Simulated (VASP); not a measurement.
# ZnO (P6_3mc) in VASP: further runs

The runs below take ZnO through single point, with PBE.

Program: VASP 6.6.1. These are calculated values, not measurements. Logs are shortened: lines on timing, memory, paths and dates and some standing lists are left out, and cuts for length are marked.

### Step 1. The cell of the first run

The structure is hexagonal, space group P6_3mc (No. 186). The conventional cell has a = 3.007 Å, b = 3.007 Å, c = 4.850 Å, α = 90.00°, β = 90.00°, γ = 120.00°. Within 2.4 Å of Zn (site symmetry 3m) lie 4 O at 1.83 to 1.84 Å. Within 2.4 Å of O (site symmetry 3m) lie 4 Zn at 1.83 to 1.84 Å.

### Step 2. Single point, PBE

INCAR

```
ALGO     = Normal         # electronic algorithm
EDIFF    = 1E-6           # SCF threshold, eV
ENCUT    = 520            # plane-wave cutoff, eV
GGA      = PE             # functional
ISIF     = 2              # what is computed and relaxed
ISMEAR   = 0              # smearing method
LASPH    = T              # aspherical terms in the spheres
LCHARG   = F              # write CHGCAR
LREAL    = F              # projectors in reciprocal space
LWAVE    = F              # write WAVECAR
NBANDS   = 26             # bands
NELM     = 80             # most SCF steps
PREC     = Accurate       # precision mode
SIGMA    = 0.02           # smearing width, eV
```

KPOINTS

```
k-points
0
Gamma
  12 12 6
```

POSCAR

```
ZnO
1.0
    3.0069720263      0.0000000000      0.0000000000
   -1.5034860131      2.6041141633      0.0000000000
    0.0000000000      0.0000000000      4.8501764441
Zn O
2 2
Direct
    0.6666666667      0.3333333333      0.5006514802
    0.3333333333      0.6666666667      0.0006514802
    0.6666666667      0.3333333333      0.8796585198
    0.3333333333      0.6666666667      0.3796585198
```

Potentials or basis: VASP PAW PBE potentials, release 64 (Zn, O).

The run is started by

```console
cat potpaw_PBE.64/Zn/POTCAR potpaw_PBE.64/O/POTCAR > POTCAR
mpirun -np 1 vasp_std > vasp.out
```

OUTCAR:

```text
EDIFF = 1E-6
   ENCUT = 520
   GGA = PE
   ISIF = 2
   ISMEAR = 0
   LASPH = T
   LREAL = F
   NELM = 80
   PREC = Accurate

 ion  position               nearest neighbor table
   1  0.667  0.333  0.501-   4 1.83   4 1.83   4 1.83   3 1.84   2 2.98   2 2.98   2 2.98   2 2.98
                             2 2.98   2 2.98
   2  0.333  0.667  0.001-   3 1.83   3 1.83   3 1.83   4 1.84   1 2.98   1 2.98   1 2.98   1 2.98
                             1 2.98   1 2.98
   3  0.667  0.333  0.880-   2 1.83   2 1.83   2 1.83   1 1.84
   4  0.333  0.667  0.380-   1 1.83   1 1.83   1 1.83   2 1.84

  LATTYP: Found a hexagonal cell.
 ALAT       =     3.0069720263
 C/A-ratio  =     1.6129769089

  Lattice vectors:

 A1 = (   3.0069720263,   0.0000000000,   0.0000000000)
 A2 = (  -1.5034860131,   2.6041141633,   0.0000000000)
 A3 = (   0.0000000000,   0.0000000000,   4.8501764441)

Analysis of symmetry for initial positions (statically):
=====================================================================
 Subroutine PRICEL returns:
 Original cell was already a primitive cell.

 Routine SETGRP: Setting up the symmetry group for a
 hexagonal supercell.

 Subroutine GETGRP returns: Found 12 space group operations
 (whereof  6 operations were pure point group operations)
 out of a pool of 24 trial point group operations.

The static configuration has the point symmetry C_3v.
 The point group associated with its full space group is C_6v.

Analysis of symmetry for dynamics (positions and initial velocities):
=====================================================================
 Subroutine PRICEL returns:
 Original cell was already a primitive cell.

 Routine SETGRP: Setting up the symmetry group for a
 hexagonal supercell.

 Subroutine GETGRP returns: Found 12 space group operations
 (whereof  6 operations were pure point group operations)
 out of a pool of 24 trial point group operations.

The dynamic configuration has the point symmetry C_3v.
 The point group associated with its full space group is C_6v.

 Subroutine INISYM returns: Found 12 space group operations
 (whereof  6 operations are pure point group operations),
 and found     1 'primitive' translations

----------------------------------------------------------------------------------------

                                     Primitive cell

  volume of cell :      37.9793

  direct lattice vectors                    reciprocal lattice vectors
     3.006972026  0.000000000  0.000000000     0.332560460  0.192003871  0.000000000
    -1.503486013  2.604114163  0.000000000     0.000000000  0.384007742  0.000000000
     0.000000000  0.000000000  4.850176444     0.000000000  0.000000000  0.206178066

  length of vectors
     3.006972026  3.006972026  4.850176444     0.384007742  0.384007742  0.206178066

  position of ions in fractional coordinates (direct lattice)
     0.666666667  0.333333333  0.500651480
     0.333333333  0.666666667  0.000651480
     0.666666667  0.333333333  0.879658520
     0.333333333  0.666666667  0.379658520

  ion indices of the primitive-cell ions
   primitive index   ion index
                 1           1
                 2           2
                 3           3
                 4           4

----------------------------------------------------------------------------------------

 KPOINTS: k-points

Automatic generation of k-mesh.
 Grid dimensions read from file:
 generate k-points for:   12   12    6

 Generating k-lattice:

  Cartesian coordinates                     Fractional coordinates (reciprocal lattice)
     0.027713372  0.016000323  0.000000000     0.083333333  0.000000000  0.000000000
     0.000000000  0.032000645  0.000000000     0.000000000  0.083333333  0.000000000
     0.000000000  0.000000000  0.034363011     0.000000000  0.000000000  0.166666667

  Length of vectors
     0.032000645  0.032000645  0.034363011

  Shift w.r.t. Gamma in fractional coordinates (k-lattice)
     0.000000000  0.000000000  0.000000000

 Subroutine IBZKPT returns following result:
 ===========================================

 Found     76 irreducible k-points:

 Following reciprocal coordinates:
            Coordinates               Weight
  0.000000  0.000000  0.000000      1.000000
  0.083333  0.000000  0.000000      6.000000
  0.166667  0.000000  0.000000      6.000000
  0.250000 -0.000000  0.000000      6.000000
  0.333333  0.000000  0.000000      6.000000
  0.416667  0.000000  0.000000      6.000000
[... 16 lines left out ...]
  0.250000 -0.000000  0.166667     12.000000
  0.333333  0.000000  0.166667     12.000000
 [... further k-points ...]
   k-points           NKPTS =     76   k-points in BZ     NKDIM =     76   number of bands    NBANDS=     26
   number of dos      NEDOS =    301   number of ions     NIONS =      4
   total plane-waves  NPLWV =  20736
   dimension x,y,z NGX =    24 NGY =   24 NGZ =   36
   dimension x,y,z NGXF=    48 NGYF=   48 NGZF=   72
   ions per type =               2   2
   NGX,Y,Z   is equivalent  to a cutoff of  13.27, 13.27, 12.34 a.u.
   NGXF,Y,Z  is equivalent  to a cutoff of  26.54, 26.54, 24.68 a.u.
 SYSTEM =  unknown system
   PREC   = accura    normal or accurate (medium, high low for compatibility)
   ISTART =      0    job   : 0-new  1-cont  2-samecut
   ICHARG =      2    charge: 1-file 2-atom 10-const
   ISPIN  =      1    spin polarized calculation?
   LNONCOLLINEAR =      F non collinear calculations
   LSORBIT =      F    spin-orbit coupling
   LASPH  =      T    aspherical Exc in radial PAW
   ENCUT  =  520.0 eV  38.22 Ry    6.18 a.u.   5.59  5.59  9.02*2*pi/ulx,y,z
   NELM   =     80;   NELMIN=  2; NELMDL= -5     # of ELM steps
   EDIFF  = 0.1E-05   stopping-criterion for ELM
   LREAL  =      F    real-space projection
   EDIFFG = 0.1E-04   stopping-criterion for IOM
   NSW    =      0    number of steps for IOM
   IBRION =     -1    ionic relax: 0-MD 1-quasi-New 2-CG
   NFREE  =      0    steps in history (QN), initial steepest desc. (CG)
   ISIF   =      2    stress and relaxation
   ISYM   =      2    0-nonsym 1-usesym 2-fastsym
   POTIM  = 0.5000    time-step for ionic-motion
   TEBEG  =    0.0;   TEEND  =   0.0 temperature during run
   PSTRESS=    0.0 pullay stress
   NELECT =      36.0000    total number of electrons
   NUPDOWN=      -1.0000    fix difference up-down
   EMIN   =  10.00;   EMAX   =-10.00  energy-range for DOS
   EFERMI =   0.00;   METHOD = LEGACY
   ISMEAR =     0;   SIGMA  =   0.02  broadening in eV -4-tet -1-fermi 0-gaus
   EFERMI_NEDOS =   21; number of points for ismear=-14 and -15
   IALGO  =     38    algorithm
   IMIX   =      4    mixing-type and parameters
     AMIX     =   0.40;   BMIX     =  1.00
     AMIX_MAG =   1.60;   BMIX_MAG =  1.00
  volume/ion in A,a.u.               =       9.49        64.07
  Fermi-wavevector in a.u.,A,eV,Ry     =   1.608150  3.038964 35.186679  2.586148
  Thomas-Fermi vector in A             =   2.704066
   LORBIT       =      0    0 simple, 1 ext, 2 COOP (PROOUT), +10 PAW based schemes
   GGA     = PE    functional components
   LHFCALC =     F    Hartree Fock is set to
   AEXX    =    0.0000 exact exchange contribution
   IVDW    =     0    specifies the selected vdW correction
   LEPSILON=     F    determine dielectric tensor
   LRPA    =     F    only Hartree local field effects (RPA)
 non-spin polarized calculation
 Gauss-broadening in eV      SIGMA  =   0.02
  energy-cutoff  :      520.00
  volume of cell :       37.98
 maximum number of plane-waves:      1043
 NGX is ok and might be reduce to    24
   NGX = 11   NGY = 11   NGZ = 19

 number of electron      36.0000020 magnetization

 Free energy of the ion-electron system (eV)
  ---------------------------------------------------
  ext. energy  EPLUGINS =         0.00000000
  ---------------------------------------------------
  free energy    TOTEN  =       -16.06016998 eV

  energy without entropy =      -16.06016998  energy(sigma->0) =      -16.06016998

 E-fermi :   3.7598     XC(G=0): -12.1754

 val. band max:        3.5862531833   @ k =   0.0000   0.0000   0.0000
 cond. band min:       4.6838469160   @ k =   0.0000   0.0000   0.0000
 fundamental gap:      1.0975937326
 Fermi energy:         3.7597729747

 k-point     1 :       0.0000    0.0000    0.0000
  band No.  band energies     occupation
      1     -16.6702      2.00000
      2     -15.5418      2.00000
      3      -4.1195      2.00000
      4      -3.5699      2.00000
      5      -3.5699      2.00000
      6      -3.4958      2.00000
[... 18 lines left out ...]
     25      19.2780      0.00000
     26      19.2780      0.00000

 k-point     2 :       0.0833    0.0000    0.0000
  band No.  band energies     occupation
      1     -16.6112      2.00000
      2     -15.5153      2.00000
      3      -4.0457      2.00000
      4      -3.6458      2.00000
      5      -3.5386      2.00000
      6      -3.4602      2.00000
[... 18 lines left out ...]
     25      19.1336      0.00000
     26      19.4332      0.00000

 k-point     3 :       0.1667    0.0000    0.0000
  band No.  band energies     occupation
      1     -16.4449      2.00000
      2     -15.4440      2.00000
      3      -3.9366      2.00000
      4      -3.7273      2.00000
      5      -3.4559      2.00000
      6      -3.4315      2.00000
[... 18 lines left out ...]
     25      18.9589      0.00000
     26      19.5741      0.00000

 k-point     4 :       0.2500   -0.0000    0.0000
  band No.  band energies     occupation
      1     -16.2014      2.00000
      2     -15.3533      2.00000
      3      -4.0898      2.00000
      4      -3.6253      2.00000
      5      -3.3735      2.00000
      6      -3.3534      2.00000
[... 18 lines left out ...]
     25      18.3131      0.00000
     26      19.3223      0.00000

 k-point     5 :       0.3333    0.0000    0.0000
  band No.  band energies     occupation
      1     -15.9300      2.00000
      2     -15.2783      2.00000
      3      -4.2157      2.00000
      4      -3.7270      2.00000
      5      -3.2693      2.00000
      6      -3.1726      2.00000
[... 18 lines left out ...]
     25      18.2285      0.00000
     26      19.3441      0.00000

 k-point     6 :       0.4167    0.0000    0.0000
  band No.  band energies     occupation
      1     -15.6979      2.00000
      2     -15.2486      2.00000
      3      -4.2153      2.00000
      4      -3.8956      2.00000
      5      -3.2221      2.00000
      6      -3.0263      2.00000
[... 427 lines left out ...]
 k-point    21 :       0.0833    0.0000    0.1667
  band No.  band energies     occupation
      1     -16.5428      2.00000
      2     -15.5938      2.00000
      3      -4.1078      2.00000
      4      -3.6974      2.00000
      5      -3.5286      2.00000
      6      -3.4935      2.00000
[... 18 lines left out ...]
     25      18.4377      0.00000
     26      19.1006      0.00000

 k-point    22 :       0.1667    0.0000    0.1667
  band No.  band energies     occupation
      1     -16.3812      2.00000
      2     -15.5142      2.00000
      3      -4.0284      2.00000
      4      -3.8432      2.00000
      5      -3.4430      2.00000
      6      -3.4175      2.00000
[... 18 lines left out ...]
     25      17.9994      0.00000
     26      19.2399      0.00000

 k-point    23 :       0.2500   -0.0000    0.1667
  band No.  band energies     occupation
      1     -16.1455      2.00000
      2     -15.4103      2.00000
      3      -4.1450      2.00000
      4      -3.8580      2.00000
      5      -3.3348      2.00000
      6      -3.3216      2.00000
[... 18 lines left out ...]
     25      18.2968      0.00000
     26      19.1550      0.00000

 k-point    24 :       0.3333    0.0000    0.1667
  band No.  band energies     occupation
      1     -15.8847      2.00000
      2     -15.3194      2.00000
      3      -4.2694      2.00000
      4      -3.9190      2.00000
      5      -3.2426      2.00000
      6      -3.1723      2.00000
[... 18 lines left out ...]
     25      18.2655      0.00000
     26      19.2376      0.00000

 [... further k-points ...]
[... 5 lines left out ...]
  --------------------------------------------------------------------------------------
  -------------------------------------------------------------------------------------
  Total       14.8576255     14.8576255     14.8672655      0.0000000     -0.0000000      0.0000000
  in kB      626.7769899    626.7769900    627.1836583      0.0000000     -0.0000000      0.0000000
  external PRESSURE =     626.9125461 kB  Pullay stress =       0.0000000 kB

 VOLUME and BASIS-vectors are now :
 -----------------------------------------------------------------------------
  energy-cutoff  :      520.00
  volume of cell :       37.98
      direct lattice vectors                 reciprocal lattice vectors
     3.006972026  0.000000000  0.000000000     0.332560460  0.192003871  0.000000000
    -1.503486013  2.604114163  0.000000000     0.000000000  0.384007742  0.000000000
     0.000000000  0.000000000  4.850176444     0.000000000  0.000000000  0.206178066

 POSITION                                       TOTAL-FORCE (eV/Angst)
 -----------------------------------------------------------------------------------
      1.50349      0.86804      2.42825         0.000000      0.000000      0.006260
     -0.00000      1.73608      0.00316        -0.000000     -0.000000      0.006260
      1.50349      0.86804      4.26650        -0.000000     -0.000000     -0.006260
     -0.00000      1.73608      1.84141         0.000000     -0.000000     -0.006260
 -----------------------------------------------------------------------------------
    total drift:                                0.000001      0.000002      0.002808

  FREE ENERGIE OF THE ION-ELECTRON SYSTEM (eV)
  ---------------------------------------------------
  free  energy   TOTEN  =       -16.0601699825 eV

  energy  without entropy=      -16.0601699825  energy(sigma->0) =      -16.06016998
```

Run time: 37 s. Hardware: 1 thread of Intel Xeon Platinum 8488C (Sapphire Rapids), shared host; peak memory 0.19 GiB.

What came out:

| Item | Value |
| --- | --- |
| Free energy | -16.0602 eV |
| Pressure | 62.7 GPa |
| Largest force | 0.006 eV/Å |
| Band gap on the k mesh | 1.10 eV, direct |

Forces on the atoms (eV/Å):
```
Zn   0.000  0.000  0.006
Zn   0.000  0.000  0.006
O    0.000  0.000 -0.006
O    0.000  0.000 -0.006
```

### Step 3. Single point, PBE

INCAR

```
SYSTEM = ZnO
PREC = Accurate
ENCUT = 520
EDIFF = 1E-7
ISMEAR = 0
SIGMA = 0.02
LREAL = .False.
LASPH = .True.
NELM = 60
ALGO = Normal
ISIF = 2
LWAVE = .False.
LCHARG = .True.
GGA = PE
LELF = .True.
LVHAR = .True.
NBANDS = 26
```

KPOINTS

```
regular mesh
0
Gamma
  12 12 6
  0 0 0
```

POSCAR is that of step 2.

Potentials or basis: VASP PAW PBE potentials, release 64 (Zn, O).

The run is started by

```console
cat potpaw_PBE.64/Zn/POTCAR potpaw_PBE.64/O/POTCAR > POTCAR
mpirun -np 1 vasp_std > vasp.out
```

OUTCAR:

```text
SYSTEM = ZnO
   PREC = Accurate
   ENCUT = 520
   EDIFF = 1E-7
   ISMEAR = 0
   LREAL = .False.
   LASPH = .True.
   NELM = 60
   ISIF = 2
   GGA = PE

 ion  position               nearest neighbor table
   1  0.667  0.333  0.501-   4 1.83   4 1.83   4 1.83   3 1.84   2 2.98   2 2.98   2 2.98   2 2.98
                             2 2.98   2 2.98
   2  0.333  0.667  0.001-   3 1.83   3 1.83   3 1.83   4 1.84   1 2.98   1 2.98   1 2.98   1 2.98
                             1 2.98   1 2.98
   3  0.667  0.333  0.880-   2 1.83   2 1.83   2 1.83   1 1.84
   4  0.333  0.667  0.380-   1 1.83   1 1.83   1 1.83   2 1.84

[... 901 lines left out ...]
  -------------------------------------------------------------------------------------
  Total       14.8579771     14.8579771     14.8674724      0.0000000      0.0000000      0.0000000
  in kB      626.7918212    626.7918212    627.1923883      0.0000000      0.0000000      0.0000000
  external PRESSURE =     626.9253436 kB  Pullay stress =       0.0000000 kB

 VOLUME and BASIS-vectors are now :
 -----------------------------------------------------------------------------
  energy-cutoff  :      520.00
  volume of cell :       37.98
      direct lattice vectors                 reciprocal lattice vectors
     3.006972026  0.000000000  0.000000000     0.332560460  0.192003871  0.000000000
    -1.503486013  2.604114163  0.000000000     0.000000000  0.384007742  0.000000000
     0.000000000  0.000000000  4.850176444     0.000000000  0.000000000  0.206178066

 POSITION                                       TOTAL-FORCE (eV/Angst)
 -----------------------------------------------------------------------------------
      1.50349      0.86804      2.42825         0.000000     -0.000000      0.006264
     -0.00000      1.73608      0.00316        -0.000000      0.000000      0.006264
      1.50349      0.86804      4.26650         0.000000      0.000000     -0.006264
     -0.00000      1.73608      1.84141        -0.000000     -0.000000     -0.006264
 -----------------------------------------------------------------------------------
    total drift:                                0.000001      0.000002      0.002768

  FREE ENERGIE OF THE ION-ELECTRON SYSTEM (eV)
  ---------------------------------------------------
  free  energy   TOTEN  =       -16.0601699124 eV

  energy  without entropy=      -16.0601699124  energy(sigma->0) =      -16.06016991
```

OSZICAR:

```text
N       E                     dE             d eps       ncg     rms          rms(c)
DAV:   1     0.297305196708E+03    0.29731E+03   -0.18353E+04  4082   0.217E+03
DAV:   2     0.983993015689E+01   -0.28747E+03   -0.26973E+03  4046   0.429E+02
DAV:   3    -0.190270553072E+02   -0.28867E+02   -0.28515E+02  4352   0.139E+02
DAV:   4    -0.195158258300E+02   -0.48877E+00   -0.48785E+00  4336   0.181E+01
DAV:   5    -0.195180966506E+02   -0.22708E-02   -0.22707E-02  4262   0.128E+00    0.221E+01
DAV:   6    -0.158719335537E+02    0.36462E+01   -0.61504E+00  5958   0.576E+01    0.144E+01
DAV:   7    -0.160949755325E+02   -0.22304E+00   -0.31485E+00  4072   0.160E+01    0.771E+00
DAV:   8    -0.160961665430E+02   -0.11910E-02   -0.35121E-01  5872   0.716E+00    0.147E+00
DAV:   9    -0.160578253119E+02    0.38341E-01   -0.81191E-02  5924   0.621E+00    0.236E-01
DAV:  10    -0.160603206943E+02   -0.24954E-02   -0.29475E-02  4012   0.122E+00    0.168E-01
DAV:  11    -0.160601568235E+02    0.16387E-03   -0.58626E-04  5266   0.422E-01    0.720E-02
DAV:  12    -0.160601791923E+02   -0.22369E-04   -0.20609E-04  4506   0.178E-01    0.286E-02
DAV:  13    -0.160601705511E+02    0.86413E-05   -0.27353E-05  5784   0.145E-01    0.945E-03
DAV:  14    -0.160601704063E+02    0.14475E-06   -0.10604E-05  4134   0.249E-02    0.297E-03
DAV:  15    -0.160601699881E+02    0.41821E-06   -0.47338E-07  4446   0.656E-03    0.160E-03
DAV:  16    -0.160601699124E+02    0.75725E-07   -0.42031E-08  2052   0.197E-03
   1 F= -.16060170E+02 E0= -.16060170E+02  d E =-.535063E-37
```

stdout:

```text
POSCAR found type information on POSCAR ZnO
 POSCAR found :  2 types and       4 ions
 scaLAPACK will be used
 LDA part: xc-table for (Slater+PW92), standard interpolation
 POSCAR, INCAR and KPOINTS ok, starting setup
 FFT: planning ... GRIDC
 FFT: planning ... GRID_SOFT
 FFT: planning ... GRID
 WAVECAR not read
 entering main loop
```

Run time: 47 s. Hardware: 1 thread of Intel Xeon Platinum 8488C (Sapphire Rapids), shared host; peak memory 0.19 GiB.

What came out:

```yaml
Free_energy: -16.0602 eV
Pressure: 62.7 GPa
Largest_force: 0.006 eV/Å
Band_gap_on_the_k_mesh: 1.10 eV, direct
```

Forces on the atoms (eV/Å):
```
Zn   0.000  0.000  0.006
Zn   0.000  0.000  0.006
O    0.000  0.000 -0.006
O    0.000  0.000 -0.006
```

Levels at points of the mesh, in eV from the valence-band top:
| k point | band 15 | band 16 | band 17 | band 18 | band 19 | band 20 | band 21 | band 22 |
| --- | --- | --- | --- | --- | --- | --- | --- | --- |
| (0.00, 0.00, 0.00) | -1.09 | -0.18 | 0.00 | 0.00 | 1.10 | 6.05 | 8.93 | 14.03 |
| (0.50, 0.00, 0.00) | -3.53 | -3.08 | -1.68 | -1.17 | 6.73 | 7.09 | 7.76 | 9.98 |
| (0.00, 0.00, 0.50) | -0.54 | -0.54 | -0.54 | -0.54 | 3.96 | 3.96 | 10.92 | 10.92 |
| (0.50, 0.00, 0.50) | -2.04 | -2.04 | -1.84 | -1.84 | 6.00 | 6.00 | 9.72 | 9.72 |

Expect the measured gap to be larger: semilocal functionals such as PBE lack the derivative discontinuity.

(Part 1 of 2 ends here.)
